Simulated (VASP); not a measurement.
Runs of VASP 6.6.1 on Ti3Br. The structure is that of space group Pm-3m (No. 221), or close to it. The cells are those of the table. The cell was built from a structure type or drawn by symmetry, and may not be a known phase.

```csv
task,spin,cell,k mesh,cutoff (eV),gap on the mesh (eV),pressure (GPa),moment (μB),relaxed volume (Å³/atom)
single point,collinear,"a = 4.384 Å, 4 atoms",4 × 4 × 4,520,none,-10.2,(b),-
single point,off,"a = 4.085 Å, 4 atoms",12 × 12 × 12,520,none,-0.1,-,-
relaxation of cell and atoms,collinear,"relaxed from a = 4.384 Å, 4 atoms",4 × 4 × 4,600,none,-0.1,0.00,(a)
single point,collinear,"a = 4.091 Å, 4 atoms",4 × 4 × 4,520,none,-0.3,0.00,-
relaxation of cell and atoms,off,"relaxed from a = 4.091 Å, 4 atoms",12 × 12 × 12,600,none,0.0,-,17.02
```

Alike in all rows: level PBE; potentials or basis VASP PAW PBE potentials, release 64 (Ti_sv, Br); smearing gaussian 0.1 eV.

Estimate the missing entries.

(a) 17.06; (b) 1.37.

Caveats: some runs use coarse meshes; an odd number of electrons without spin polarisation forces a metal (at least some runs); a magnetic or distorted state may lie lower (at least some runs); the cell stands under tension (at least some runs); the volume moved by over 15 % at a fixed basis, so the end points are rough (at least some runs).

A k mesh can miss the band edges, and the runs leave out spin-orbit coupling on Br.

A gap of «none» marks levels without a gap at the run's occupations.
